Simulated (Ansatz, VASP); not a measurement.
**Two plane-wave programs on Rh**

File INCAR:

```
PREC     = Accurate       # precision mode
ENCUT    = 520            # plane-wave cutoff, eV
EDIFF    = 1E-7           # SCF threshold, eV
ISMEAR   = 0              # smearing method
SIGMA    = 0.15           # smearing width, eV
LREAL    = F              # projectors in reciprocal space
LASPH    = T              # aspherical terms in the spheres
NELM     = 100            # most SCF steps
ALGO     = Fast           # electronic algorithm
ISIF     = 2              # what is computed and relaxed
LWAVE    = F              # write WAVECAR
LCHARG   = T              # write CHGCAR
GGA      = PE             # functional
LELF     = T              # ELF
LVHAR    = T            
NBANDS   = 22             # bands
```

File KPOINTS:

```
Automatic mesh
0
Gamma
  24 24 14
```

File POSCAR:

```
Rh
1.0
    2.5613017760      0.0000000000      0.0000000000
   -1.2806508880      2.2181524048      0.0000000000
    0.0000000000      0.0000000000      4.3848426969
Rh
2
Direct
    0.6666666667      0.3333333333      0.7500000000
    0.3333333333      0.6666666667      0.2500000000
```

Input for Ansatz:

```yaml
crystal:
  lattice:
    - [2.561301776, 0.0, 0.0]
    - [-1.280650888, 2.2181524048, 0.0]
    - [0.0, 0.0, 4.3848426969]
  atoms:
    - { symbol: Rh, position: [0.6666666667, 0.3333333333, 0.75] }
    - { symbol: Rh, position: [0.3333333333, 0.6666666667, 0.25] }
basis:
  ecutwfc: 420
kpoints:
  mp_grid: { grid: [24, 24, 14] }
hamiltonian:
  xc: pbe
scf:
  occupations: { method: gaussian, width: 0.15 }
output:
  forces: true
  stress: true
  eigenvalues: true
  write_density: true
  write_potential: true
  elf: true
  volumetric_format: npy
```

Change from the starting cell: strain -0.0600 x Voigt [1, 1, 0, 0, 0, 0], atoms carried along.

Alike in both runs: task single point; functional PBE; k mesh 24 × 24 × 14; occupations gaussian, width 0.15 eV; no spin polarisation.

|  | VASP | Ansatz |
| --- | --- | --- |
| version | VASP 6.6.1 | Ansatz 0.2.0 |
| potentials or method | VASP PAW PBE potentials, release 64 (Rh_pv), cutoff 520 eV | scalar-relativistic, plane waves, PAW |
| valence electrons in the cell | 30 | 34 |

```tsv
	VASP	Ansatz	Ansatz less VASP
gap on the k mesh at the Fermi level (eV)	none	none	-
pressure (GPa)	44.6	44.4	-0.11
traceless stress, the component that is largest in VASP (GPa)	-16.28	-16.25	+0.035
```

A gap of «none» marks a metal or a gap that the smearing closes. Both programs put the cell under a high pressure, so it lies far from rest at this level. The functional is the same, so the differences come from potentials, cutoffs and numerics. VASP's potentials hold 30 valence electrons a cell and Ansatz's 34, so a difference there can come from the potentials and not from the codes.
